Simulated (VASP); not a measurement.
**Pt: single point with r2SCAN**

Pt:

```xyz
1
Lattice="0.0000 1.9570 1.9570 1.9570 0.0000 1.9570 1.9570 1.9570 0.0000" Properties=species:S:1:pos:R:3 pbc="T T T"
Pt    0.0000    0.0000    0.0000
```

* Program: VASP 6.6.1
* Task: single point
* Functional: r2SCAN
* Potentials or basis: VASP PAW PBE potentials, release 64 (Pt)
* Cutoff: 520 eV
* k mesh: 18 × 18 × 18
* Occupations: fermi-dirac, width 0.05 eV
* Spin: no spin polarisation

| Quantity | Value |
| --- | --- |
| Pressure | 6.6 GPa |
| Band gap on the k mesh | zero (band 5 reaches 11.67 eV, above the bottom of band 6 at 9.26 eV) |

Levels at points of the mesh, in eV from the Fermi level:
```csv
k point,band 3,band 4,band 5,band 6,band 7,band 8
"(0.00, 0.00, 0.00)",-3.96,-3.96,-1.77,-1.77,15.46,20.67
"(0.50, 0.00, 0.00)",-4.06,-0.33,0.02,0.02,6.21,15.11
"(0.50, 0.50, 0.00)",-0.06,0.53,0.53,1.93,9.41,12.04
```

Wall time 2.3 min on 1 thread of AMD EPYC 7R13 Processor (Zen 3), on a shared host, peak memory 0.14 GiB.

Caveat: the PAW data sets were made with another functional, which shifts forces and pressure a little; spin-orbit coupling is left out, which moves the levels of the heavy elements.
